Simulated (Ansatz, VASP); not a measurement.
# C: VASP beside Ansatz

File INCAR:

```
SYSTEM = C
PREC = Accurate ; ENCUT = 520
EDIFF = 1E-7 ; ISMEAR = 0
SIGMA = 0.1 ; LREAL = .FALSE.
LASPH = .TRUE. ; NELM = 150
ALGO = Normal ; ISIF = 2
LWAVE = .FALSE. ; LCHARG = .FALSE.
ISPIN = 2 ; MAGMOM = 1
LORBIT = 11 ; GGA = PE
NBANDS = 12
```

KPOINTS

```
Automatic mesh
0
G
  10 10 4
  0 0 0
```

Contents of POSCAR:

```
C
1.0
    1.6200017660      0.0000000000      0.0000000000
    0.0000000000      1.6200017660      0.0000000000
    0.0000000000      0.0000000000      4.0678901122
C
1
Direct
    0.5000000000      0.5000000000      0.0000000000
```

Input for Ansatz:

```yaml
crystal:
  lattice:
    - [1.620001766, 0.0, 0.0]
    - [0.0, 1.620001766, 0.0]
    - [0.0, 0.0, 4.0678901122]
  atoms:
    - { symbol: C, position: [0.5, 0.5, 0.0], spin: 1.0 }
basis:
  ecutwfc: 420
kpoints:
  mp_grid: { grid: [10, 10, 4] }
hamiltonian:
  xc: pbe
scf:
  occupations: { method: gaussian, width: 0.1 }
  lower_state_search: "off"
output:
  forces: true
  stress: true
  eigenvalues: true
  populations: true
magnetization:
  spin_polarized: true
```

Alike in both runs: task single point; functional PBE; k mesh 10 × 10 × 4; occupations gaussian, width 0.1 eV; collinear spin.

|  | VASP | Ansatz |
| --- | --- | --- |
| version | VASP 6.6.1 | Ansatz 0.2.0 |
| potentials or method | VASP PAW PBE potentials, release 64 (C), cutoff 520 eV | scalar-relativistic, plane waves, PAW |
| valence electrons in the cell | 4 | 4 |

|  | VASP | Ansatz | Ansatz less VASP |
| --- | --- | --- | --- |
| gap on the k mesh at the Fermi level (eV) | none | none | - |
| pressure (GPa) | -1.6 | -1.8 | -0.17 |
| traceless stress, the component that is largest in VASP (GPa) | 1.63 | 1.90 | +0.273 |
| net moment per atom (μB) | 0.00 | 0.00 | 0.000 |

A gap of «none» marks a metal or a gap that the smearing closes. The functional is the same, so the differences come from potentials, cutoffs and numerics. Ansatz's warnings: seeded moment not kept.

The k mesh is coarse, so the values compare programs but aren't converged.
